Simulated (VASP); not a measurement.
Runs of VASP 6.6.1 on Mo. The structure is that of space group Im-3m (No. 229), or close to it. The cells are those of the table. 

| cell | gap on the mesh (eV) | pressure (GPa) |
| --- | --- | --- |
| a = 2.725 Å, angles 109.5°, 1 atom | none | -4.2 |
| a = 2.796 Å, angles 109.5°, 1 atom | none | (b) |
| a = 2.761 Å, angles 109.5°, 1 atom | none | -13.5 |
| a = 2.688 Å, angles 109.5°, 1 atom | none | (a) |
| a = 2.651 Å, angles 109.5°, 1 atom | none | 22.0 |

Alike in all rows: task single point; level PBEsol; potentials or basis VASP PAW PBE potentials, release 64 (Mo_sv); no spin polarisation; k mesh 13 × 13 × 13; cutoff (eV) 500; smearing fermi-dirac 0.05 eV.

Task: Estimate the missing entries.

Result: (a) 7.4; (b) -21.1.

Caveats: the PAW data sets were made with another functional, which shifts forces and pressure a little.

A k mesh can miss the band edges, and the runs leave out spin-orbit coupling on Mo.

A gap of «none» marks levels without a gap at the run's occupations.
